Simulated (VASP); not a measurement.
# BAs (Fm-3m) in VASP: a series of runs

The runs below take BAs through single point, relaxation of cell and atoms, with PBE.

Program: VASP 6.6.1. These are calculated values, not measurements. Logs are shortened: lines on timing, memory, paths and dates and some standing lists are left out, and cuts for length are marked.

### Step 1. The cell of the first run

Symmetry: Fm-3m, No. 225, cubic system. The conventional cell has a = 4.616 Å, b = 4.616 Å, c = 4.616 Å, α = 90.00°, β = 90.00°, γ = 90.00°. B (site symmetry m-3m) has 6 As at 2.31 Å within 3.1 Å. As (site symmetry m-3m) has 6 B at 2.31 Å within 3.1 Å.

### Step 2. Single point, PBE

INCAR reads:

```
ALGO = Normal
EDIFF = 1E-6
ENCUT = 520
GGA = PE
ISIF = 2
ISMEAR = 0
LASPH = True
LCHARG = False
LREAL = False
LWAVE = False
NBANDS = 11
NELM = 80
PREC = Accurate
SIGMA = 0.1
```

KPOINTS reads:

```
k-points
0
Gamma
  6 6 6
```

POSCAR reads:

```
BAs
1.0
    0.0000000000      2.3080334413      2.3080334413
    2.3080334413      0.0000000000      2.3080334413
    2.3080334413      2.3080334413      0.0000000000
B As
1 1
Direct
    0.0000000000      0.0000000000      0.0000000000
    0.5000000000      0.5000000000      0.5000000000
```

Potentials or basis: VASP PAW PBE potentials, release 64 (B, As).

On the command line:

```console
> cat potpaw_PBE.64/B/POTCAR potpaw_PBE.64/As/POTCAR > POTCAR
> mpirun -np 1 vasp_std > vasp.out
```

OUTCAR:

```text
EDIFF = 1E-6
   ENCUT = 520
   GGA = PE
   ISIF = 2
   ISMEAR = 0
   LASPH = True
   LREAL = False
   NELM = 80
   PREC = Accurate

 ion  position               nearest neighbor table
   1  0.000  0.000  0.000-   2 2.31   2 2.31   2 2.31   2 2.31   2 2.31   2 2.31
   2  0.500  0.500  0.500-   1 2.31   1 2.31   1 2.31   1 2.31   1 2.31   1 2.31

  LATTYP: Found a face centered cubic cell.
 ALAT       =     4.6160668826

  Lattice vectors:

 A1 = (   0.0000000000,   2.3080334413,   2.3080334413)
 A2 = (   2.3080334413,   0.0000000000,   2.3080334413)
 A3 = (   2.3080334413,   2.3080334413,   0.0000000000)

Analysis of symmetry for initial positions (statically):
=====================================================================
 Subroutine PRICEL returns:
 Original cell was already a primitive cell.

 Routine SETGRP: Setting up the symmetry group for a
 face centered cubic supercell.

 Subroutine GETGRP returns: Found 48 space group operations
 (whereof 48 operations were pure point group operations)
 out of a pool of 48 trial point group operations.

The static configuration has the point symmetry O_h .

Analysis of symmetry for dynamics (positions and initial velocities):
=====================================================================
 Subroutine PRICEL returns:
 Original cell was already a primitive cell.

 Routine SETGRP: Setting up the symmetry group for a
 face centered cubic supercell.

 Subroutine GETGRP returns: Found 48 space group operations
 (whereof 48 operations were pure point group operations)
 out of a pool of 48 trial point group operations.

The dynamic configuration has the point symmetry O_h .

 Subroutine INISYM returns: Found 48 space group operations
 (whereof 48 operations are pure point group operations),
 and found     1 'primitive' translations

----------------------------------------------------------------------------------------

                                     Primitive cell

  volume of cell :      24.5899

  direct lattice vectors                    reciprocal lattice vectors
     0.000000000  2.308033441  2.308033441    -0.216634643  0.216634643  0.216634643
     2.308033441  0.000000000  2.308033441     0.216634643 -0.216634643  0.216634643
     2.308033441  2.308033441  0.000000000     0.216634643  0.216634643 -0.216634643

  length of vectors
     3.264052195  3.264052195  3.264052195     0.375222208  0.375222208  0.375222208

  position of ions in fractional coordinates (direct lattice)
     0.000000000  0.000000000  0.000000000
     0.500000000  0.500000000  0.500000000

  ion indices of the primitive-cell ions
   primitive index   ion index
                 1           1
                 2           2

----------------------------------------------------------------------------------------

 KPOINTS: k-points

Automatic generation of k-mesh.
 Grid dimensions read from file:
 generate k-points for:    6    6    6

 Generating k-lattice:

  Cartesian coordinates                     Fractional coordinates (reciprocal lattice)
    -0.036105774  0.036105774  0.036105774     0.166666667  0.000000000  0.000000000
     0.036105774 -0.036105774  0.036105774     0.000000000  0.166666667  0.000000000
     0.036105774  0.036105774 -0.036105774     0.000000000  0.000000000  0.166666667

  Length of vectors
     0.062537035  0.062537035  0.062537035

  Shift w.r.t. Gamma in fractional coordinates (k-lattice)
     0.000000000  0.000000000  0.000000000

 Subroutine IBZKPT returns following result:
 ===========================================

 Found     16 irreducible k-points:

 Following reciprocal coordinates:
            Coordinates               Weight
  0.000000  0.000000  0.000000      1.000000
  0.166667  0.000000  0.000000      8.000000
  0.333333  0.000000  0.000000      8.000000
  0.500000  0.000000  0.000000      4.000000
  0.166667  0.166667  0.000000      6.000000
  0.333333  0.166667  0.000000     24.000000
[... 8 lines left out ...]
 -0.333333  0.333333  0.166667     24.000000
 -0.333333  0.500000  0.166667     12.000000
   k-points           NKPTS =     16   k-points in BZ     NKDIM =     16   number of bands    NBANDS=     11
   number of dos      NEDOS =    301   number of ions     NIONS =      2
   total plane-waves  NPLWV =  13824
   dimension x,y,z NGX =    24 NGY =   24 NGZ =   24
   dimension x,y,z NGXF=    48 NGYF=   48 NGZF=   48
   ions per type =               1   1
   NGX,Y,Z   is equivalent  to a cutoff of  12.22, 12.22, 12.22 a.u.
   NGXF,Y,Z  is equivalent  to a cutoff of  24.45, 24.45, 24.45 a.u.
 SYSTEM =  unknown system
   PREC   = accura    normal or accurate (medium, high low for compatibility)
   ISTART =      0    job   : 0-new  1-cont  2-samecut
   ICHARG =      2    charge: 1-file 2-atom 10-const
   ISPIN  =      1    spin polarized calculation?
   LNONCOLLINEAR =      F non collinear calculations
   LSORBIT =      F    spin-orbit coupling
   LASPH  =      T    aspherical Exc in radial PAW
   ENCUT  =  520.0 eV  38.22 Ry    6.18 a.u.   6.07  6.07  6.07*2*pi/ulx,y,z
   NELM   =     80;   NELMIN=  2; NELMDL= -5     # of ELM steps
   EDIFF  = 0.1E-05   stopping-criterion for ELM
   LREAL  =      F    real-space projection
   EDIFFG = 0.1E-04   stopping-criterion for IOM
   NSW    =      0    number of steps for IOM
   IBRION =     -1    ionic relax: 0-MD 1-quasi-New 2-CG
   NFREE  =      0    steps in history (QN), initial steepest desc. (CG)
   ISIF   =      2    stress and relaxation
   ISYM   =      2    0-nonsym 1-usesym 2-fastsym
   POTIM  = 0.5000    time-step for ionic-motion
   TEBEG  =    0.0;   TEEND  =   0.0 temperature during run
   PSTRESS=    0.0 pullay stress
   NELECT =       8.0000    total number of electrons
   NUPDOWN=      -1.0000    fix difference up-down
   EMIN   =  10.00;   EMAX   =-10.00  energy-range for DOS
   EFERMI =   0.00;   METHOD = LEGACY
   ISMEAR =     0;   SIGMA  =   0.10  broadening in eV -4-tet -1-fermi 0-gaus
   EFERMI_NEDOS =   21; number of points for ismear=-14 and -15
   IALGO  =     38    algorithm
   IMIX   =      4    mixing-type and parameters
     AMIX     =   0.40;   BMIX     =  1.00
     AMIX_MAG =   1.60;   BMIX_MAG =  1.00
  volume/ion in A,a.u.               =      12.29        82.97
  Fermi-wavevector in a.u.,A,eV,Ry     =   1.125951  2.127738 17.248991  1.267765
  Thomas-Fermi vector in A             =   2.262630
   LORBIT       =      0    0 simple, 1 ext, 2 COOP (PROOUT), +10 PAW based schemes
   GGA     = PE    functional components
   LHFCALC =     F    Hartree Fock is set to
   AEXX    =    0.0000 exact exchange contribution
   IVDW    =     0    specifies the selected vdW correction
   LEPSILON=     F    determine dielectric tensor
   LRPA    =     F    only Hartree local field effects (RPA)
 non-spin polarized calculation
 Gauss-broadening in eV      SIGMA  =   0.10
  energy-cutoff  :      520.00
  volume of cell :       24.59
 maximum number of plane-waves:       680
   NGX = 13   NGY = 13   NGZ = 13

 number of electron       7.9999999 magnetization

 Free energy of the ion-electron system (eV)
  ---------------------------------------------------
  ext. energy  EPLUGINS =         0.00000000
  ---------------------------------------------------
  free energy    TOTEN  =        -9.56535572 eV

  energy without entropy =       -9.55037316  energy(sigma->0) =       -9.55786444

 E-fermi :   7.2367     XC(G=0): -11.4140

 val. band max:        7.2245157382   @ k =   0.1667   0.0000   0.0000
 cond. band min:       7.2390068199   @ k =   0.0000   0.0000   0.0000
 fundamental gap:      0.0144910817
 Fermi energy:         7.2366894148

 k-point     1 :       0.0000    0.0000    0.0000
  band No.  band energies     occupation
      1      -8.6280      2.00000
      2       7.2390      0.97386
      3       7.2390      0.97386
      4       7.2390      0.97385
      5      10.6858      0.00000
      6      14.9142      0.00000
      7      14.9142      0.00000
      8      14.9142      0.00000
      9      16.1209      0.00000
     10      16.1209      0.00000
     11      16.1209      0.00000

 k-point     2 :       0.1667    0.0000    0.0000
  band No.  band energies     occupation
      1      -8.1012      2.00000
      2       4.3200      2.00000
      3       7.2245      1.13669
      4       7.2245      1.13669
      5      11.6596      0.00000
      6      12.9132      0.00000
      7      12.9132      0.00000
      8      14.1869      0.00000
      9      16.3784      0.00000
     10      17.2564      0.00000
     11      17.2564      0.00000

 k-point     3 :       0.3333    0.0000    0.0000
  band No.  band energies     occupation
      1      -6.5705      2.00000
      2       0.2087      2.00000
      3       7.4863      0.00042
      4       7.4863      0.00042
      5      10.3046      0.00000
      6      10.3046      0.00000
      7      11.5307      0.00000
      8      13.1423      0.00000
      9      18.8288      0.00000
     10      20.2734      0.00000
     11      20.2734      0.00000

 k-point     4 :       0.5000    0.0000    0.0000
  band No.  band energies     occupation
      1      -4.8825      2.00000
      2      -2.4219      2.00000
      3       8.3250      0.00000
      4       8.3250      0.00000
      5       8.5909      0.00000
      6       8.5909      0.00000
      7      11.3741      0.00000
      8      12.6884      0.00000
      9      20.9864      0.00000
     10      23.8074      0.00000
     11      23.8074      0.00000
[... 127 lines left out ...]
 k-point    14 :       0.5000    0.3333    0.1667
  band No.  band energies     occupation
      1      -5.2385      2.00000
      2       0.7767      2.00000
      3       2.6651      2.00000
      4       4.2560      2.00000
      5       8.5950      0.00000
      6      12.4057      0.00000
      7      14.5745      0.00000
      8      16.5334      0.00000
      9      17.4472      0.00000
     10      22.4356      0.00000
     11      23.1512      0.00000

 k-point    15 :      -0.3333    0.3333    0.1667
  band No.  band energies     occupation
      1      -3.6973      2.00000
      2      -1.0624      2.00000
      3       2.3445      2.00000
      4       2.9452      2.00000
      5       9.9764      0.00000
      6      11.0272      0.00000
      7      16.6734      0.00000
      8      17.2751      0.00000
      9      18.0176      0.00000
     10      18.8501      0.00000
     11      25.3273      0.00000

 k-point    16 :      -0.3333    0.5000    0.1667
  band No.  band energies     occupation
      1      -3.1420      2.00000
      2       0.0943      2.00000
      3       0.8148      2.00000
      4       1.9841      2.00000
      5       8.1715      0.00000
      6      13.8288      0.00000
      7      13.9267      0.00000
      8      18.3643      0.00000
      9      18.7631      0.00000
     10      20.9619      0.00000
     11      27.5689      0.00000

------------------------ aborting loop because EDIFF is reached ----------------------------------------

  FORCE on cell =-STRESS in cart. coord.  units (eV):
  Direction    XX          YY          ZZ          XY          YZ          ZX
  --------------------------------------------------------------------------------------
  -------------------------------------------------------------------------------------
  Total        0.0436677      0.0436677      0.0436677      0.0000000     -0.0000000      0.0000000
  in kB        2.8452141      2.8452141      2.8452141      0.0000000     -0.0000000      0.0000000
  external PRESSURE =       2.8452141 kB  Pullay stress =       0.0000000 kB

 VOLUME and BASIS-vectors are now :
 -----------------------------------------------------------------------------
  energy-cutoff  :      520.00
  volume of cell :       24.59
      direct lattice vectors                 reciprocal lattice vectors
     0.000000000  2.308033441  2.308033441    -0.216634643  0.216634643  0.216634643
     2.308033441  0.000000000  2.308033441     0.216634643 -0.216634643  0.216634643
     2.308033441  2.308033441  0.000000000     0.216634643  0.216634643 -0.216634643

 POSITION                                       TOTAL-FORCE (eV/Angst)
 -----------------------------------------------------------------------------------
      0.00000      0.00000      0.00000         0.000000     -0.000000     -0.000000
      2.30803      2.30803      2.30803         0.000000      0.000000      0.000000
 -----------------------------------------------------------------------------------
    total drift:                                0.000000     -0.000000     -0.000000

  FREE ENERGIE OF THE ION-ELECTRON SYSTEM (eV)
  ---------------------------------------------------
  free  energy   TOTEN  =        -9.5653557211 eV

  energy  without entropy=       -9.5503731637  energy(sigma->0) =       -9.55786444
```

It took 3.3 s on 1 thread of Intel Xeon Platinum 8375C at 2.90GHz (Ice Lake), shared host; peak memory 0.13 GiB.

Results:

* Free energy: -9.5654 eV
* Pressure: 0.3 GPa
* Band gap on the k mesh: zero (band 4 reaches 8.74 eV, above the bottom of band 5 at 3.86 eV)

Levels at points of the mesh, in eV from the Fermi level:
| k point | band 1 | band 2 | band 3 | band 4 | band 5 | band 6 | band 7 | band 8 |
| --- | --- | --- | --- | --- | --- | --- | --- | --- |
| (0.00, 0.00, 0.00) | -15.86 | 0.00 | 0.00 | 0.00 | 3.45 | 7.68 | 7.68 | 7.68 |
| (0.50, 0.00, 0.00) | -12.12 | -9.66 | 1.09 | 1.09 | 1.35 | 1.35 | 4.14 | 5.45 |
| (0.50, 0.50, 0.00) | -10.70 | -7.84 | -3.69 | -3.69 | -3.37 | 3.73 | 10.57 | 10.57 |

Caveat: the k points lie up to 0.39 Å⁻¹ apart.

### Step 3. Single point, PBE

This run uses another cell than the first one, of 16.06 Å³/atom, 1.306 times its volume.

INCAR reads:

```
PREC = Accurate
ENCUT = 520
EDIFF = 1E-6
ISMEAR = 0
SIGMA = 0.1
LREAL = False
LASPH = True
NELM = 80
ALGO = Normal
ISIF = 2
LWAVE = False
LCHARG = False
GGA = PE
NBANDS = 11
```

KPOINTS reads:

```
regular mesh
0
Gamma
  6 6 6
```

POSCAR reads:

```
BAs
1.0
    0.0000000000      2.5230499400      2.5230499400
    2.5230499400      0.0000000000      2.5230499400
    2.5230499400      2.5230499400      0.0000000000
B As
1 1
Direct
    0.0000000000      0.0000000000      0.0000000000
    0.5000000000      0.5000000000      0.5000000000
```

Potentials or basis: VASP PAW PBE potentials, release 64 (B, As).

On the command line:

```console
> cat potpaw_PBE.64/B/POTCAR potpaw_PBE.64/As/POTCAR > POTCAR
> mpirun -np 1 vasp_std > vasp.out
```

It took 5.2 s on 1 thread of Intel Xeon Platinum 8375C at 2.90GHz (Ice Lake), shared host; peak memory 0.15 GiB.

Results (log left out):

```
Free energy            : -9.0038 eV
Pressure               : -19.1 GPa
Band gap on the k mesh : zero (band 4 reaches 5.66 eV, above the bottom of band 5 at 1.69 eV)
```

Levels at points of the mesh, in eV from the Fermi level:
```tsv
k point	band 1	band 2	band 3	band 4	band 5	band 6	band 7	band 8	band 9
(0.00, 0.00, 0.00)	-13.65	-0.10	-0.10	-0.10	0.21	5.90	5.90	5.90	8.53
(0.50, 0.00, 0.00)	-11.01	-8.02	0.88	0.88	1.22	1.22	2.66	3.80	11.82
(0.50, 0.50, 0.00)	-10.17	-5.98	-3.94	-2.84	-2.84	4.33	7.97	7.97	9.56
```

(Continued in part 2 of 2.)
